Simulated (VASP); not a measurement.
# Y: single point with LDA

The system is Y.

```xyz
2
Lattice="3.5168 0.0000 0.0000 -1.7584 3.0456 0.0000 0.0000 0.0000 5.5625" Properties=species:S:1:pos:R:3 pbc="T T T"
Y     0.0000    2.0304    1.3906
Y     1.7584    1.0152    4.1719
```

```yaml
Program: VASP 6.6.1
Task: single point
Functional: LDA
Potentials_or_basis: VASP PAW LDA potentials, release 64 (Y_sv)
Cutoff: 520 eV
k_mesh: 8 × 8 × 5
Occupations: gaussian, width 0.05 eV
Spin: no spin polarisation
Dipole_correction: no
Further_INCAR_settings: ALGO = Normal; EDIFF = 1e-06; NBANDS = 18
```

| Property | Result |
| --- | --- |
| Pressure | -0.1 GPa |
| Band gap on the k mesh | zero (band 11 reaches 4.56 eV, above the bottom of band 12 at 2.96 eV) |

Levels at points of the mesh, in eV from the Fermi level:
| k point | band 8 | band 9 | band 10 | band 11 | band 12 | band 13 | band 14 | band 15 |
| --- | --- | --- | --- | --- | --- | --- | --- | --- |
| (0.00, 0.00, 0.00) | -21.90 | -4.79 | -2.01 | 1.27 | 1.82 | 1.82 | 2.08 | 2.48 |
| (0.50, 0.00, 0.00) | -22.02 | -1.68 | -1.36 | -0.96 | 0.18 | 1.54 | 1.54 | 2.23 |

Wall time 21 s on 1 thread of AMD EPYC 7R13 Processor (Zen 3) (shared host), peak memory 0.15 GiB.
